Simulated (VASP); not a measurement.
# C (I4_1/amd) in VASP: further runs, part 2 of 2

VASP 6.6.1. The steps go on from the part before.

**3. Single point, HSE06 (epitaxial xy strain -1.0%)**

Contents of POSCAR:

```
C
1.0
    0.0000000000      1.7623229011      1.7840813067
    1.7623229011      0.0000000000      1.7840813067
    1.7623229011      1.7623229011      0.0000000000
C
2
Direct
    0.0000000000      0.0000000000      0.0000000000
    0.2500000000      0.2500000000      0.2500000000
```

Contents of INCAR.step1:

```
SYSTEM = C
ALGO = Normal
EDIFF = 1E-5
ENCUT = 520
GGA = PE
ISIF = 2
ISMEAR = 0
LASPH = .True.
LCHARG = .False.
LREAL = .False.
LWAVE = .True.
NBANDS = 11
NELM = 100
PREC = Accurate
SIGMA = 0.01
```

Contents of INCAR.step2:

```
SYSTEM = C
ALGO = Normal
EDIFF = 1E-7
ENCUT = 520
GGA = PE
HFSCREEN = 0.2079
ISIF = 2
ISMEAR = 0
ISTART = 1
LASPH = .True.
LCHARG = .False.
LHFCALC = .True.
LREAL = .False.
LWAVE = .False.
NBANDS = 11
NELM = 100
PREC = Accurate
PRECFOCK = Normal
SIGMA = 0.01
```

Contents of KPOINTS:

```
k-points
0
Gamma
  8 8 8
  0 0 0
```

Potentials or basis: VASP PAW PBE potentials, release 64 (C).

The run is started by

```console
> cat potpaw_PBE.64/C/POTCAR > POTCAR
> cp INCAR.step1 INCAR
> mpirun -np 1 vasp_std > vasp.out
> cp INCAR.step2 INCAR
> mpirun -np 1 vasp_std > vasp.out
```

OUTCAR:

```text
SYSTEM = C
   EDIFF = 1E-7
   ENCUT = 520
   GGA = PE
   HFSCREEN = 0.2079
   ISIF = 2
   ISMEAR = 0
   ISTART = 1
   LASPH = .True.
   LHFCALC = .True.
   LREAL = .False.
   NELM = 100
   PREC = Accurate
   PRECFOCK = Normal

 ion  position               nearest neighbor table
   1  0.000  0.000  0.000-   2 1.53   2 1.53   2 1.53   2 1.53
   2  0.250  0.250  0.250-   1 1.53   1 1.53   1 1.53   1 1.53

  LATTYP: Found a body centered tetragonal cell.
 ALAT       =     2.4923009480
 C/A-ratio  =     1.4316740586

  Lattice vectors:

 A1 = (  -1.7623229011,   0.0000000000,   1.7840813067)
 A2 = (   1.7623229011,   0.0000000000,   1.7840813067)
 A3 = (   0.0000000000,   1.7623229011,  -1.7840813067)

Analysis of symmetry for initial positions (statically):
=====================================================================
 Subroutine PRICEL returns:
 Original cell was already a primitive cell.

 Routine SETGRP: Setting up the symmetry group for a
 body centered tetragonal supercell.

 Subroutine GETGRP returns: Found 16 space group operations
 (whereof  8 operations were pure point group operations)
 out of a pool of 16 trial point group operations.

The static configuration has the point symmetry D_2d.
 The point group associated with its full space group is D_4h.

Analysis of symmetry for dynamics (positions and initial velocities):
=====================================================================
 Subroutine PRICEL returns:
 Original cell was already a primitive cell.

 Routine SETGRP: Setting up the symmetry group for a
 body centered tetragonal supercell.

 Subroutine GETGRP returns: Found 16 space group operations
 (whereof  8 operations were pure point group operations)
 out of a pool of 16 trial point group operations.

The dynamic configuration has the point symmetry D_2d.
 The point group associated with its full space group is D_4h.

 Subroutine INISYM returns: Found 16 space group operations
[... 130 lines left out ...]
   HFSCREEN=    0.2079 screening length (either q_TF or 0.3 A-1)
   HFSCREENC=   0.2079 screening length for correlation (either q_TF or 0.3 A-1)
   ENCUTFOCK=  -1.0 apply spherical cutoff to Coloumb kernel
   IVDW    =     0    specifies the selected vdW correction
   LEPSILON=     F    determine dielectric tensor
   LRPA    =     F    only Hartree local field effects (RPA)
 non-spin polarized calculation
 Gauss-broadening in eV      SIGMA  =   0.01
  energy-cutoff  :      520.00
  volume of cell :       11.08
 maximum number of plane-waves:       310
  NGX = 14; NGY = 14; NGZ = 14

 number of electron       7.9999999 magnetization

 Free energy of the ion-electron system (eV)
  ---------------------------------------------------
  ext. energy  EPLUGINS =         0.00000000
  ---------------------------------------------------
  free energy    TOTEN  =       -21.04783930 eV

  energy without entropy =      -21.04783930  energy(sigma->0) =      -21.04783930

 E-fermi :   9.7180     XC(G=0): -10.9133

 val. band max:        9.5166691907   @ k =   0.0000   0.0000   0.0000
 cond. band min:      14.6843491595   @ k =   0.3750   0.0000   0.3750
 fundamental gap:      5.1676799688
 Fermi energy:         9.7179747837

 k-point     1 :       0.0000    0.0000    0.0000
  band No.  band energies     occupation
      1     -14.4180      2.00000
      2       9.3166      2.00000
      3       9.5167      2.00000
      4       9.5167      2.00000
      5      16.4401      0.00000
      6      16.4401      0.00000
      7      16.5987      0.00000
      8      25.2727      0.00000
      9      30.6150      0.00000
     10      37.6603      0.00000
     11      38.3599      0.00000
[... 309 lines left out ...]
 k-point    24 :       0.3750    0.0000    0.1250
  band No.  band energies     occupation
      1     -10.6742      2.00000
      2      -0.7246      2.00000
      3       5.4680      2.00000
      4       5.9735      2.00000
      5      17.9094      0.00000
      6      21.2561      0.00000
      7      21.6580      0.00000
      8      24.8911      0.00000
      9      32.7889      0.00000
     10      33.8693      0.00000
     11      37.8784      0.00000

 [... further k-points ...]

------------------------ aborting loop because EDIFF is reached ----------------------------------------

  FORCE on cell =-STRESS in cart. coord.  units (eV):
  Direction    XX          YY          ZZ          XY          YZ          ZX
  --------------------------------------------------------------------------------------
  -------------------------------------------------------------------------------------
  Total        0.5320287      0.5320287     -0.3314444      0.0000000     -0.0000000      0.0000000
  in kB       76.9183579     76.9183579    -47.9187657      0.0000000     -0.0000000      0.0000000
  external PRESSURE =      35.3059833 kB  Pullay stress =       0.0000000 kB

 VOLUME and BASIS-vectors are now :
 -----------------------------------------------------------------------------
  energy-cutoff  :      520.00
  volume of cell :       11.08
      direct lattice vectors                 reciprocal lattice vectors
     0.000000000  1.762322901  1.784081307    -0.283716452  0.283716452  0.280256285
     1.762322901  0.000000000  1.784081307     0.283716452 -0.283716452  0.280256285
     1.762322901  1.762322901  0.000000000     0.283716452  0.283716452 -0.280256285

 POSITION                                       TOTAL-FORCE (eV/Angst)
 -----------------------------------------------------------------------------------
      0.00000      0.00000      0.00000         0.000000      0.000000     -0.000000
      0.88116      0.88116      0.89204        -0.000000     -0.000000      0.000000
 -----------------------------------------------------------------------------------
    total drift:                                0.000000     -0.000000      0.000000

  FREE ENERGIE OF THE ION-ELECTRON SYSTEM (eV)
  ---------------------------------------------------
  free  energy   TOTEN  =       -21.0478392964 eV

  energy  without entropy=      -21.0478392964  energy(sigma->0) =      -21.04783930
```

OSZICAR.step1:

```text
N       E                     dE             d eps       ncg     rms          rms(c)
DAV:   1     0.721504263678E+00    0.72150E+00   -0.47741E+03  1330   0.721E+02
DAV:   2    -0.185046731690E+02   -0.19226E+02   -0.18714E+02  1698   0.124E+02
DAV:   3    -0.188526516497E+02   -0.34798E+00   -0.34712E+00  1496   0.133E+01
DAV:   4    -0.188531668304E+02   -0.51518E-03   -0.51517E-03  1417   0.658E-01
DAV:   5    -0.188531673857E+02   -0.55534E-06   -0.55532E-06  1466   0.201E-02    0.573E+00
DAV:   6    -0.183390618378E+02    0.51411E+00   -0.26883E-01  1337   0.367E+00    0.343E+00
DAV:   7    -0.181660960856E+02    0.17297E+00   -0.32688E-01  1373   0.409E+00    0.796E-01
DAV:   8    -0.181679678956E+02   -0.18718E-02   -0.89393E-03  1346   0.710E-01    0.444E-02
DAV:   9    -0.181680068681E+02   -0.38973E-04   -0.62382E-05  1532   0.635E-02    0.250E-02
DAV:  10    -0.181680273543E+02   -0.20486E-04   -0.15031E-05  1376   0.343E-02    0.541E-03
DAV:  11    -0.181680274421E+02   -0.87790E-07   -0.24686E-07   682   0.459E-03
   1 F= -.18168027E+02 E0= -.18168027E+02  d E =0.000000E+00
```

Run time: 6.9 min. Hardware: 1 thread of Intel Xeon 6975P-C (Granite Rapids), shared host; peak memory 0.22 GiB.

Results:

```
Free energy            : -21.0478 eV
Pressure               : 3.5 GPa
Band gap on the k mesh : 5.17 eV (least direct gap 6.92 eV)
```

Caveat: the cell differs from its parent crystal (epitaxial xy strain -1.0%); the stress differs along the axes, from -5 to 8 GPa; the PAW data sets were made with another functional, which shifts forces and pressure a little. A k mesh can miss the band edges.
